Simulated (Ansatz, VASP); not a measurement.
## ZrS2 in VASP and in Ansatz

```
Zr S
1.0
     3.56417    0.00000    0.00000
    -1.78208    3.08666    0.00000
     0.00000    0.00000    5.93505
Zr S
1 2
Cartesian
  0.0000 0.0000 0.0000
  0.0000 2.0578 1.4929
  1.7821 1.0289 4.4421
```

Change from the starting cell: epitaxial_xy strain -3.0%.

Alike in both runs: task single point; functional HSE06; k mesh 6 × 6 × 4; no spin polarisation.

```csv
,VASP,Ansatz
version,VASP 6.6.1,Ansatz 0.2.0
potentials or method,"VASP PAW PBE potentials, release 64 (Zr_sv, S)","plane waves, PAW"
plane-wave cutoff (eV),400,420
occupations,"gaussian, width 0.01 eV",fixed
valence electrons in the cell,24,24
```

Ansatz gave:

* gap on the k mesh at the Fermi level (eV): 1.40
* pressure (GPa): 3.8
* traceless stress, the component that is largest in VASP (GPa): -3.37
* rms of the force components (eV/Å): 0.098

Estimate VASP's values.

gap on the k mesh at the Fermi level (eV): 1.39; pressure (GPa): 3.6; traceless stress, the component that is largest in VASP (GPa): -3.33; rms of the force components (eV/Å): 0.096.

Atom by atom the forces differ by 0.002 eV/Å (rms over components). Ansatz's warnings: stress exchange threshold loose, stress scf threshold loose.
